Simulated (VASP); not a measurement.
Input of a VASP 6.6.1 run:

Contents of INCAR:

```
ALGO = Normal
EDIFF = 1E-6
ENCUT = 520
GGA = PE
ISIF = 2
ISMEAR = 0
LASPH = T
LCHARG = F
LREAL = F
LWAVE = F
NBANDS = 46
NELM = 80
PREC = Accurate
SIGMA = 0.01
```

KPOINTS

```
k-points
0
Gamma
  6 6 2
```

Contents of POSCAR:

```
Ga4AsP3
1.0
    3.8971065374      0.0000000000      0.0000000000
    0.0000000000      3.8971065374      0.0000000000
    0.0000000000      0.0000000000     11.0034879494
P Ga As
3 4 1
Direct
    0.0000000000      0.0000000000      0.2453467231
    0.5000000000      0.5000000000      0.0000000000
    0.0000000000      0.0000000000      0.7546532769
    0.0000000000      0.5000000000      0.1225756545
    0.5000000000      0.0000000000      0.8774243455
    0.0000000000      0.5000000000      0.6320221436
    0.5000000000      0.0000000000      0.3679778564
    0.5000000000      0.5000000000      0.5000000000
```

Potentials or basis: VASP PAW PBE potentials, release 64 (P, Ga_d, As).

Run with:

```console
$ cat potpaw_PBE.64/P/POTCAR potpaw_PBE.64/Ga_d/POTCAR potpaw_PBE.64/As/POTCAR > POTCAR
$ mpirun -np 1 vasp_std > vasp.out
```

Q: What does it give for the pressure?

A: 2.4 GPa.

Q: Predict the largest force.

A: 0.029 eV/Å.

Forces on the atoms (eV/Å):
```
P    0.000  0.000  0.003
P    0.000  0.000  0.000
P    0.000  0.000 -0.003
Ga   0.000  0.000  0.001
Ga   0.000  0.000 -0.001
Ga   0.000  0.000  0.029
Ga   0.000  0.000 -0.029
As   0.000  0.000  0.000
```
